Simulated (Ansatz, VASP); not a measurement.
Sc3GeBi6 in VASP and in Ansatz

```xyz
10
Lattice="0.0000 5.0028 5.0028 5.0028 0.0000 5.0028 5.0028 5.0028 0.0000" Properties=species:S:1:pos:R:3 pbc="T T T"
Sc    2.5014    2.5014    2.5014
Sc    7.5042    7.5042    7.5042
Sc    5.0028    5.0028    5.0028
Ge    0.0000    0.0000    0.0000
Bi    2.2461    5.0028    5.0028
Bi    7.7595    5.0028    5.0028
Bi    5.0028    2.2461    5.0028
Bi    5.0028    7.7595    5.0028
Bi    5.0028    5.0028    2.2461
Bi    5.0028    5.0028    7.7595
```

Change from the starting cell: species swapped into the Rb3ErF6 type (Fm-3m, No. 225).

Alike in both runs: task single point; functional PBE; k mesh 4 × 4 × 4; occupations gaussian, width 0.1 eV; no spin polarisation.

|  | VASP | Ansatz |
| --- | --- | --- |
| version | VASP 6.6.1 | Ansatz 0.2.0 |
| potentials or method | VASP PAW PBE potentials, release 64 (Sc_sv, Ge_d, Bi_d), cutoff 520 eV | scalar-relativistic, plane waves, PAW |
| valence electrons in the cell | 137 | 137 |

VASP gave:

```
gap on the k mesh at the Fermi level (eV) : none
rms of the force components (eV/Å)        : 4.150
```

Q: Which values does Ansatz return?

A: gap on the k mesh at the Fermi level (eV): none; rms of the force components (eV/Å): 4.154.

Atom by atom the forces differ by 0.004 eV/Å (rms over components). A gap of «none» marks a metal or a gap that the smearing closes.

Spin-orbit coupling is off throughout.
